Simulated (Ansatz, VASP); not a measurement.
## One calculation of I, two programs

Contents of POSCAR:

```
I
1.0
    0.0000000000      2.3656004428      3.9098401324
    2.1922454667      0.0000000000      3.9098401324
    2.1922454667      2.3656004428      0.0000000000
I
1
Direct
    0.0000000000      0.0000000000      0.0000000000
```

INCAR.step1

```
PREC = Accurate
ENCUT = 520
EDIFF = 1E-5
ISMEAR = -1
SIGMA = 0.05
LREAL = F
LASPH = T
NELM = 100
ALGO = Normal
ISIF = 2
LWAVE = T
LCHARG = F
GGA = PE
NBANDS = 10
```

INCAR.step2

```
PREC = Accurate
ENCUT = 520
EDIFF = 1E-6
ISMEAR = -1
SIGMA = 0.05
LREAL = F
LASPH = T
NELM = 100
ALGO = Normal
ISIF = 2
LWAVE = F
LCHARG = F
GGA = PE
LHFCALC = T
HFSCREEN = 0.2079
PRECFOCK = Normal
ISTART = 1
NBANDS = 10
```

KPOINTS

```
Automatic mesh
0
Gamma
  5 5 5
```

Contents of input.yaml:

```yaml
crystal:
  lattice:
    - [0.0, 2.3656004428, 3.9098401324]
    - [2.1922454667, 0.0, 3.9098401324]
    - [2.1922454667, 2.3656004428, 0.0]
  atoms:
    - { symbol: I, position: [0.0, 0.0, 0.0] }
hamiltonian:
  xc: hse06
  pseudopotentials: { kind: paw }
kpoints:
  mp_grid: { grid: [5, 5, 5] }
  band_path:
    path:
      - [[0.0, 0.0, 0.0], [0.5, 0.0, 0.5], [0.5, 0.1138942365, 0.6138942365], [0.0504161431, 0.5, 0.5504161431], [0.0, 0.5, 0.5], [0.0, 0.0, 0.0], [0.5, 0.5, 0.0], [0.9495838569, 0.5, 0.4495838569], [0.8622775204, 0.3622775204, 0.5], [0.5, 0.1138942365, 0.6138942365]]
      - [[0.5, 0.8861057635, 0.3861057635], [0.5, 0.5, 0.0]]
      - [[0.0, 0.5, 0.5], [0.1377224796, 0.6377224796, 0.5]]
      - [[0.8622775204, 0.3622775204, 0.5], [0.5, 0.0, 0.5]]
      - [[0.5, 0.5, 0.5], [0.0, 0.0, 0.0]]
    npoints: 4
scf:
  occupations: { method: fermi_dirac, width: 0.05 }
  n_extra_bands: 6
output:
  forces: true
  stress: true
  eigenvalues: true
  fatbands: false
```

Alike in both runs: functional HSE06; k mesh 5 × 5 × 5; occupations fermi-dirac, width 0.05 eV; no spin polarisation.

```csv
,VASP,Ansatz
version,VASP 6.6.1,Ansatz 0.2.0
potentials or method,"VASP PAW PBE potentials, release 64 (I)",Ansatz PAW
plane-wave cutoff (eV),520,420
valence electrons in the cell,7,17
task,single point,band structure
```

|  | VASP | Ansatz | Ansatz less VASP |
| --- | --- | --- | --- |
| gap on the k mesh at the Fermi level (eV) | none | none | - |
| pressure (GPa) | -1.0 | -0.8 | +0.16 |
| traceless stress, the component that is largest in VASP (GPa) | 1.66 | 1.52 | -0.143 |

A gap of «none» marks a metal or a gap that the smearing closes. VASP's potentials hold 7 valence electrons a cell and Ansatz's 17, so a difference there can come from the potentials and not from the codes.

The k mesh is coarse, so the values compare programs but aren't converged. Spin-orbit coupling is off throughout.
